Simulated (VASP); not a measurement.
# Au (P6_3/mmc) in VASP: notebook

The runs below take Au through relaxation of cell and atoms, single point, with r2SCAN.

Program: VASP 6.6.1. These are calculated values, not measurements. Logs are shortened: lines on timing, memory, paths and dates and some standing lists are left out, and cuts for length are marked.

### 1 The cell of the first run

It takes space group P6_3/mmc (No. 194, hexagonal). The conventional cell has a = 2.884 Å, b = 2.884 Å, c = 4.709 Å, α = 90.00°, β = 90.00°, γ = 120.00°. Within 3.8 Å of Au (site symmetry -6m2) lie 12 Au at 2.88 Å.

This isn't the form of Au at room conditions, which is fcc.

### 2 Relaxation of cell and atoms, r2SCAN

Input file POSCAR:

```
Au
1.0
    2.8837471341      0.0000000000      0.0000000000
   -1.4418735670      2.4973982762      0.0000000000
    0.0000000000      0.0000000000      4.7091590700
Au
2
Direct
    0.3333333333      0.6666666667      0.2500000000
    0.6666666667      0.3333333333      0.7500000000
```

Input file INCAR.step1:

```
SYSTEM = Au
ALGO = Normal ; EDIFF = 1E-4
ENCUT = 600 ; GGA = PE
ISMEAR = -1 ; LASPH = .True.
LCHARG = .False. ; LREAL = .False.
LWAVE = .True. ; NELM = 100
PREC = Accurate ; SIGMA = 0.1
```

Input file INCAR.step2:

```
SYSTEM = Au
ALGO = Normal ; EDIFF = 1E-6
EDIFFG = -0.01 ; ENCUT = 600
IBRION = 2 ; ISIF = 3
ISMEAR = -1 ; ISTART = 1
LASPH = .True. ; LCHARG = .False.
LMIXTAU = .True. ; LREAL = .False.
LWAVE = .False. ; METAGGA = R2SCAN
NELM = 100 ; NSW = 80
PREC = Accurate ; SIGMA = 0.1
```

Input file KPOINTS:

```
k-points
0
Gamma
  13 13 7
  0 0 0
```

Potentials or basis: VASP PAW PBE potentials, release 64 (Au).

Launch:

```bash
$ cat potpaw_PBE.64/Au/POTCAR > POTCAR
$ cp INCAR.step1 INCAR
$ mpirun -np 1 vasp_std > vasp.out
$ cp INCAR.step2 INCAR
$ mpirun -np 1 vasp_std > vasp.out
```

OUTCAR:

```text
SYSTEM = Au
   EDIFF = 1E-6
   EDIFFG = -0.01
   ENCUT = 600
   IBRION = 2
   ISIF = 3
   ISMEAR = -1
   ISTART = 1
   LASPH = .True.
   LREAL = .False.
   METAGGA = R2SCAN
   NELM = 100
   NSW = 80
   PREC = Accurate

 ion  position               nearest neighbor table
   1  0.333  0.667  0.250-   2 2.88   2 2.88   2 2.88   2 2.88   2 2.88   2 2.88
   2  0.667  0.333  0.750-   1 2.88   1 2.88   1 2.88   1 2.88   1 2.88   1 2.88

  LATTYP: Found a hexagonal cell.
 ALAT       =     2.8837471341
 C/A-ratio  =     1.6330000000

  Lattice vectors:

 A1 = (   2.8837471341,   0.0000000000,   0.0000000000)
 A2 = (  -1.4418735670,   2.4973982762,   0.0000000000)
 A3 = (   0.0000000000,   0.0000000000,   4.7091590700)

Analysis of symmetry for initial positions (statically):
=====================================================================
 Subroutine PRICEL returns:
 Original cell was already a primitive cell.

 Routine SETGRP: Setting up the symmetry group for a
 hexagonal supercell.

 Subroutine GETGRP returns: Found 24 space group operations
 (whereof 12 operations were pure point group operations)
 out of a pool of 24 trial point group operations.

The static configuration has the point symmetry D_3d.
 The point group associated with its full space group is D_6h.

Analysis of symmetry for dynamics (positions and initial velocities):
=====================================================================
 Subroutine PRICEL returns:
 Original cell was already a primitive cell.

 Routine SETGRP: Setting up the symmetry group for a
 hexagonal supercell.

 Subroutine GETGRP returns: Found 24 space group operations
 (whereof 12 operations were pure point group operations)
 out of a pool of 24 trial point group operations.

The dynamic configuration has the point symmetry D_3d.
 The point group associated with its full space group is D_6h.

 Subroutine INISYM returns: Found 24 space group operations
 (whereof 12 operations are pure point group operations),
 and found     1 'primitive' translations

----------------------------------------------------------------------------------------

                                     Primitive cell

  volume of cell :      33.9147

  direct lattice vectors                    reciprocal lattice vectors
     2.883747134  0.000000000  0.000000000     0.346771043  0.200208355  0.000000000
    -1.441873567  2.497398276  0.000000000     0.000000000  0.400416709  0.000000000
     0.000000000  0.000000000  4.709159070     0.000000000  0.000000000  0.212352139

  length of vectors
     2.883747134  2.883747134  4.709159070     0.400416709  0.400416709  0.212352139

  position of ions in fractional coordinates (direct lattice)
     0.333333333  0.666666667  0.250000000
     0.666666667  0.333333333  0.750000000

  ion indices of the primitive-cell ions
   primitive index   ion index
                 1           1
                 2           2

----------------------------------------------------------------------------------------

 KPOINTS: k-points

Automatic generation of k-mesh.
 Grid dimensions read from file:
 generate k-points for:   13   13    7

 Generating k-lattice:

  Cartesian coordinates                     Fractional coordinates (reciprocal lattice)
     0.026674696  0.015400643  0.000000000     0.076923077 -0.000000000  0.000000000
     0.000000000  0.030801285  0.000000000     0.000000000  0.076923077  0.000000000
     0.000000000  0.000000000  0.030336020     0.000000000  0.000000000  0.142857143

  Length of vectors
     0.030801285  0.030801285  0.030336020

  Shift w.r.t. Gamma in fractional coordinates (k-lattice)
     0.000000000  0.000000000  0.000000000

 Subroutine IBZKPT returns following result:
 ===========================================

 Found     84 irreducible k-points:

 Following reciprocal coordinates:
            Coordinates               Weight
  0.000000  0.000000  0.000000      1.000000
  0.076923 -0.000000  0.000000      6.000000
  0.153846 -0.000000  0.000000      6.000000
  0.230769 -0.000000  0.000000      6.000000
  0.307692 -0.000000  0.000000      6.000000
  0.384615  0.000000  0.000000      6.000000
[... 16 lines left out ...]
  0.076923 -0.000000  0.142857     12.000000
  0.153846 -0.000000  0.142857     12.000000
 [... further k-points ...]
   k-points           NKPTS =     84   k-points in BZ     NKDIM =     84   number of bands    NBANDS=     15
   number of dos      NEDOS =    301   number of ions     NIONS =      2
   total plane-waves  NPLWV =  23040
   dimension x,y,z NGX =    24 NGY =   24 NGZ =   40
   dimension x,y,z NGXF=    48 NGYF=   48 NGZF=   80
   ions per type =               2
   NGX,Y,Z   is equivalent  to a cutoff of  13.84, 13.84, 14.12 a.u.
   NGXF,Y,Z  is equivalent  to a cutoff of  27.67, 27.67, 28.24 a.u.
 SYSTEM =  Au
   PREC   = accura    normal or accurate (medium, high low for compatibility)
   ISTART =      1    job   : 0-new  1-cont  2-samecut
   ICHARG =      0    charge: 1-file 2-atom 10-const
   ISPIN  =      1    spin polarized calculation?
   LNONCOLLINEAR =      F non collinear calculations
   LSORBIT =      F    spin-orbit coupling
   LASPH  =      T    aspherical Exc in radial PAW
   ENCUT  =  600.0 eV  44.10 Ry    6.64 a.u.   5.76  5.76  9.41*2*pi/ulx,y,z
   NELM   =    100;   NELMIN=  2; NELMDL=  0     # of ELM steps
   EDIFF  = 0.1E-05   stopping-criterion for ELM
   LREAL  =      F    real-space projection
   EDIFFG = -.1E-01   stopping-criterion for IOM
   NSW    =     80    number of steps for IOM
   IBRION =      2    ionic relax: 0-MD 1-quasi-New 2-CG
   NFREE  =      1    steps in history (QN), initial steepest desc. (CG)
   ISIF   =      3    stress and relaxation
   ISYM   =      2    0-nonsym 1-usesym 2-fastsym
   POTIM  = 0.5000    time-step for ionic-motion
   TEBEG  =    0.0;   TEEND  =   0.0 temperature during run
   PSTRESS=    0.0 pullay stress
   NELECT =      22.0000    total number of electrons
   NUPDOWN=      -1.0000    fix difference up-down
   EMIN   =  10.00;   EMAX   =-10.00  energy-range for DOS
   EFERMI =   0.00;   METHOD = LEGACY
   ISMEAR =    -1;   SIGMA  =   0.10  broadening in eV -4-tet -1-fermi 0-gaus
   EFERMI_NEDOS =   21; number of points for ismear=-14 and -15
   IALGO  =     38    algorithm
   IMIX   =      4    mixing-type and parameters
     AMIX     =   0.40;   BMIX     =  1.00
     AMIX_MAG =   1.60;   BMIX_MAG =  1.00
  volume/ion in A,a.u.               =      16.96       114.43
  Fermi-wavevector in a.u.,A,eV,Ry     =   1.417162  2.678049 27.325249  2.008349
  Thomas-Fermi vector in A             =   2.538421
   LORBIT       =      0    0 simple, 1 ext, 2 COOP (PROOUT), +10 PAW based schemes
   METAGGA = R2SCAN    functional components
   LHFCALC =     F    Hartree Fock is set to
   AEXX    =    0.0000 exact exchange contribution
   IVDW    =     0    specifies the selected vdW correction
   LEPSILON=     F    determine dielectric tensor
   LRPA    =     F    only Hartree local field effects (RPA)
 conjugate gradient relaxation of ions
 non-spin polarized calculation
  energy-cutoff  :      600.00
  volume of cell :       33.91
 maximum number of plane-waves:      1152
 NGX is ok and might be reduce to    24
   NGX = 11   NGY = 11   NGZ = 19

--------------------------------------- Ionic step        1  -------------------------------------------

 number of electron      22.0000003 magnetization

 Free energy of the ion-electron system (eV)
  ---------------------------------------------------
  ext. energy  EPLUGINS =         0.00000000
  ---------------------------------------------------
  free energy    TOTEN  =      -101.16941460 eV

  energy without entropy =     -101.15792872  energy(sigma->0) =     -101.16367166

------------------------ aborting loop because EDIFF is reached ----------------------------------------

  FORCE on cell =-STRESS in cart. coord.  units (eV):
  Direction    XX          YY          ZZ          XY          YZ          ZX
  --------------------------------------------------------------------------------------
  -------------------------------------------------------------------------------------
  Total        1.0952565      1.0952565      1.7524017      0.0000000      0.0000000     -0.0000000
  in kB       51.7413868     51.7413868     82.7858124      0.0000000      0.0000000     -0.0000000
  external PRESSURE =      62.0895287 kB  Pullay stress =       0.0000000 kB
[... 273 lines left out ...]
  energy  without entropy=     -101.1834121863  energy(sigma->0) =     -101.19076611

--------------------------------------- Ionic step        9  -------------------------------------------

 number of electron      22.0000002 magnetization

 Free energy of the ion-electron system (eV)
  ---------------------------------------------------
  ext. energy  EPLUGINS =         0.00000000
  ---------------------------------------------------
  free energy    TOTEN  =      -101.19818806 eV

  energy without entropy =     -101.18354337  energy(sigma->0) =     -101.19086571

 E-fermi :   8.7204     XC(G=0): -13.4014

 val. band max:        8.7020187438   @ k =   0.2308   0.0769   0.2857
 cond. band min:       8.7884927533   @ k =   0.0769  -0.0000   0.0000
 fundamental gap:      0.0864740094
 Fermi energy:         8.7203598082

 k-point     1 :       0.0000    0.0000    0.0000
  band No.  band energies     occupation
      1      -0.9404      2.00000
      2       1.4189      2.00000
      3       3.8593      2.00000
      4       4.1308      2.00000
      5       4.1308      2.00000
      6       4.4315      2.00000
      7       4.4315      2.00000
      8       5.0895      2.00000
      9       5.0895      2.00000
     10       6.4282      2.00000
     11       6.4282      2.00000
     12       7.9814      1.99877
     13      11.4126      0.00000
     14      24.2503      0.00000
     15      25.3363      0.00000
[... 397 lines left out ...]
 k-point    24 :       0.1538   -0.0000    0.1429
  band No.  band energies     occupation
      1      -0.0491      2.00000
      2       1.9866      2.00000
      3       3.6495      2.00000
      4       4.0347      2.00000
      5       4.1262      2.00000
      6       4.5051      2.00000
      7       4.7304      2.00000
      8       4.8072      2.00000
      9       5.0530      2.00000
     10       5.2395      2.00000
     11       6.4765      2.00000
     12       8.8039      0.60505
     13      13.2646      0.00000
     14      22.6241      0.00000
     15      25.2046      0.00000

 [... further k-points ...]

------------------------ aborting loop because EDIFF is reached ----------------------------------------

  FORCE on cell =-STRESS in cart. coord.  units (eV):
  Direction    XX          YY          ZZ          XY          YZ          ZX
  --------------------------------------------------------------------------------------
  -------------------------------------------------------------------------------------
  Total        0.0022857      0.0022857      0.0039340      0.0000000      0.0000000      0.0000000
  in kB        0.1040842      0.1040842      0.1791411      0.0000000      0.0000000      0.0000000
  external PRESSURE =       0.1291032 kB  Pullay stress =       0.0000000 kB
[... 17 lines left out ...]
  FREE ENERGIE OF THE ION-ELECTRON SYSTEM (eV)
  ---------------------------------------------------
  free  energy   TOTEN  =      -101.1981880561 eV

  energy  without entropy=     -101.1835433725  energy(sigma->0) =     -101.19086571

 reached required accuracy - stopping structural energy minimisation
```

Run time: 26 min. Hardware: 1 thread of Oxide Virtual Turin-like, shared host; peak memory 0.17 GiB.

What came out:

* Free energy: -101.1982 eV
* Relaxed volume: 17.59 Å³/atom
* Relaxed cell: a = 2.893 Å, b = 2.893 Å, c = 4.853 Å, α = 90.00°, β = 90.00°, γ = 120.00°
* Space group after relaxing (to 0.1 Å): P6_3/mmc (No. 194)
* Energy gained by relaxing: 14.4 meV/atom
* Ionic steps: 9
* Pressure after relaxing: 0.0 GPa
* Band gap on the k mesh: zero (bands 11 and 12 overlap by 5.80 eV)

Step by step:
| step | energy change (eV) | largest force (eV/Å) | pressure (GPa) | volume (Å³) |
| --- | --- | --- | --- | --- |
| 1 | 0.0000 | 0.0000 | 6.21 | 33.91 |
| 2 | 0.0234 | 0.0000 | -7.40 | 37.24 |
| 3 | -0.0254 | 0.0000 | -0.31 | 35.24 |
| 4 | -0.0254 | 0.0000 | -0.19 | 35.21 |
| 5 | -0.0280 | 0.0000 | -0.02 | 35.18 |
| 6 | -0.0287 | 0.0000 | 0.12 | 35.15 |
| 7 | -0.0287 | 0.0000 | 0.20 | 35.14 |
| 8 | -0.0287 | 0.0000 | -0.29 | 35.26 |
| 9 | -0.0288 | 0.0000 | 0.01 | 35.18 |

Final structure:
```cif
data_structure
_symmetry_space_group_name_H-M 'P 1'
_symmetry_Int_Tables_number 1
_cell_length_a 2.8934
_cell_length_b 2.8934
_cell_length_c 4.8529
_cell_angle_alpha 90.000
_cell_angle_beta 90.000
_cell_angle_gamma 120.000
_cell_volume 35.18
loop_
_atom_site_label
_atom_site_type_symbol
_atom_site_fract_x
_atom_site_fract_y
_atom_site_fract_z
_atom_site_occupancy
Au1 Au 0.33333 0.66667 0.25000 1
Au2 Au 0.66667 0.33333 0.75000 1
```

Caveat: the PAW data sets were made with another functional, which shifts forces and pressure a little; spin-orbit coupling is left out, which moves the levels of the heavy elements.

### 3 Single point, r2SCAN, non-collinear spin, zero start, spin-orbit coupling

This run uses another cell than the first one, of 17.56 Å³/atom.

Input file POSCAR:

```
Au
1.0
    2.8910946025      0.0000000000      0.0000000000
   -1.4455473012      2.5037613705      0.0000000000
    0.0000000000      0.0000000000      4.8507964676
Au
2
Direct
    0.3333333333      0.6666666667      0.2500000000
    0.6666666667      0.3333333333      0.7500000000
```

Input file INCAR.step1:

```
SYSTEM = Au
PREC = Accurate
ENCUT = 520
ISMEAR = -1
SIGMA = 0.1
LREAL = .False.
LASPH = .True.
NELM = 150
MAGMOM = 0 0 0 0 0 0
LSORBIT = .True.
GGA_COMPAT = .False.
LMAXMIX = 4
NBANDS = 34
GGA = PE
ALGO = Normal
EDIFF = 1E-4
LWAVE = .True.
LCHARG = .False.
```

Input file INCAR.step2:

```
SYSTEM = Au
PREC = Accurate
ENCUT = 520
EDIFF = 1E-6
ISMEAR = -1
SIGMA = 0.1
LREAL = .False.
LASPH = .True.
NELM = 150
ALGO = Normal
ISIF = 2
LWAVE = .False.
LCHARG = .False.
MAGMOM = 0 0 0 0 0 0
LORBIT = 11
LSORBIT = .True.
GGA_COMPAT = .False.
LORBMOM = .True.
LMAXMIX = 4
METAGGA = R2SCAN
LMIXTAU = .True.
NBANDS = 34
ISTART = 1
```

Input file KPOINTS:

```
Automatic mesh
0
Gamma
  12 12 7
  0 0 0
```

Potentials or basis: VASP PAW PBE potentials, release 64 (Au).

Launch:

```bash
$ cat potpaw_PBE.64/Au/POTCAR > POTCAR
$ cp INCAR.step1 INCAR
$ mpirun -np 1 vasp_ncl > vasp.out
$ cp INCAR.step2 INCAR
$ mpirun -np 1 vasp_ncl > vasp.out
```

Wall time 27 min (1 thread of Oxide Virtual Turin-like, shared host); peak memory 0.32 GiB.

It converged, with:

- Free energy: -101.7105 eV
- Pressure: -0.6 GPa
- Net moment: 0.00 μB per cell
- Valence electrons inside the program's atomic spheres: Au 9.65

Stress tensor (GPa, compression positive):
```
-0.43  0.00  0.00
 0.00 -0.43  0.00
 0.00  0.00 -0.79
```

Moments on the atoms (μB; x, y, z):
```
Au  0.00 0.00 0.00
Au  0.00 0.00 0.00
```

Caveat: the PAW data sets were made with another functional, which shifts forces and pressure a little.

The gap in the log of VASP goes by the Fermi energy; the results here count the filled bands.